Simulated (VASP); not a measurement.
Here is a VASP 6.6.1 calculation.

The input INCAR:

```
SYSTEM = B
PREC     = Accurate       ! precision mode
ENCUT    = 600            ! plane-wave cutoff, eV
EDIFF    = 1E-6           ! SCF threshold, eV
ISMEAR   = 0              ! smearing method
SIGMA    = 0.1            ! smearing width, eV
LREAL    = .FALSE.        ! projectors in reciprocal space
LASPH    = .TRUE.         ! aspherical terms in the spheres
NELM     = 100            ! most SCF steps
ALGO     = Normal         ! electronic algorithm
ISIF     = 3              ! what is computed and relaxed
LWAVE    = .FALSE.        ! write WAVECAR
LCHARG   = .FALSE.        ! write CHGCAR
GGA      = PE             ! functional
IBRION   = 2              ! ionic algorithm
NSW      = 100            ! ionic steps
EDIFFG   = -0.01          ! ionic threshold
```

The input KPOINTS:

```
regular mesh
0
G
  10 10 10
  0 0 0
```

Contents of POSCAR:

```
B
1.0
   -2.8555206957      2.8555206957      2.8555206957
    2.8555206957     -2.8555206957      2.8555206957
    2.8555206957      2.8555206957     -2.8555206957
B
12
Direct
    0.1250000000      0.7500000000      0.8750000000
    0.7500000000      0.3750000000      0.6250000000
    0.6250000000      0.3750000000      0.2500000000
    0.7500000000      0.8750000000      0.1250000000
    0.1250000000      0.8750000000      0.2500000000
    0.2500000000      0.1250000000      0.8750000000
    0.8750000000      0.1250000000      0.7500000000
    0.3750000000      0.6250000000      0.7500000000
    0.3750000000      0.2500000000      0.6250000000
    0.8750000000      0.2500000000      0.1250000000
    0.2500000000      0.6250000000      0.3750000000
    0.6250000000      0.7500000000      0.3750000000
```

Potentials or basis: VASP PAW PBE potentials, release 64 (B).

Command:

```sh
$ cat potpaw_PBE.64/B/POTCAR > POTCAR
$ mpirun -np 1 vasp_std > vasp.out
```

**Question.** Predict the relaxed volume.

**Answer.** 7.78 Å³/atom.

**Question.** Predict the relaxed cell.

**Answer.** a = 4.951 Å, b = 4.951 Å, c = 4.951 Å, α = 109.47°, β = 109.47°, γ = 109.47°.

**Question.** Predict the band gap on the k mesh.

**Answer.** Zero (band 18 reaches 6.28 eV, above the bottom of band 19 at 4.66 eV).

Final structure:
```
B
1.0
    -2.85828    2.85828    2.85828
     2.85828   -2.85828    2.85828
     2.85828    2.85828   -2.85828
B
12
Direct
  0.12500 0.75000 0.87500
  0.75000 0.37500 0.62500
  0.62500 0.37500 0.25000
  0.75000 0.87500 0.12500
  0.12500 0.87500 0.25000
  0.25000 0.12500 0.87500
  0.87500 0.12500 0.75000
  0.37500 0.62500 0.75000
  0.37500 0.25000 0.62500
  0.87500 0.25000 0.12500
  0.25000 0.62500 0.37500
  0.62500 0.75000 0.37500
```
